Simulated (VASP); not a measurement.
A run of VASP 6.6.1 is set up as follows.

File INCAR:

```
SYSTEM = HfO2
PREC     = Accurate       ! precision mode
ENCUT    = 520            ! plane-wave cutoff, eV
EDIFF    = 1E-6           ! SCF threshold, eV
ISMEAR   = 0              ! smearing method
SIGMA    = 0.05           ! smearing width, eV
LREAL    = .False.        ! projectors in reciprocal space
LASPH    = .True.         ! aspherical terms in the spheres
NELM     = 80             ! most SCF steps
ALGO     = Normal         ! electronic algorithm
ISIF     = 2              ! what is computed and relaxed
LWAVE    = .False.        ! write WAVECAR
LCHARG   = .False.        ! write CHGCAR
GGA      = PS             ! functional
NBANDS   = 31             ! bands
```

KPOINTS

```
regular mesh
0
Gamma
  6 6 6
  0 0 0
```

The input POSCAR:

```
HfO2
1.0
    0.0000000000     -2.5220673945     -2.5220673945
    0.0000000000      2.5220673945     -2.5220673945
    5.0441347890      0.0000000000      0.0000000000
Hf O
2 4
Direct
    0.0047976513     -0.0047976513      0.0000000000
    0.4952023487      0.5047976513      0.5000000000
   -0.0001908559      0.4998091441      0.6699069777
    0.5001908559      0.0001908559      0.3300930223
   -0.0001908559      0.4998091441      0.1699069777
    0.5001908559      0.0001908559      0.8300930223
```

Potentials or basis: VASP PAW PBE potentials, release 64 (Hf_pv, O).

Launch:

```console
$ cat potpaw_PBE.64/Hf_pv/POTCAR potpaw_PBE.64/O/POTCAR > POTCAR
$ mpirun -np 1 vasp_std > vasp.out
```

What does it give for the pressure?

13.5 GPa.

Estimate the band gap on the k mesh.

4.30 eV, indirect (least direct gap 4.46 eV).

Estimate the largest force.

1.387 eV/Å.

Stress tensor (GPa, compression positive):
```
19.98  0.00  2.46
 0.00 10.31  0.00
 2.46  0.00 10.33
```

Caveat: the cell differs from its parent crystal (mode 1 frozen in at -0.404 Å and mode 5 at -0.024 Å (largest displacements)); the PAW data sets were made with another functional, which shifts forces and pressure a little; spin-orbit coupling is left out, which moves the levels of the heavy elements. A k mesh can miss the band edges.
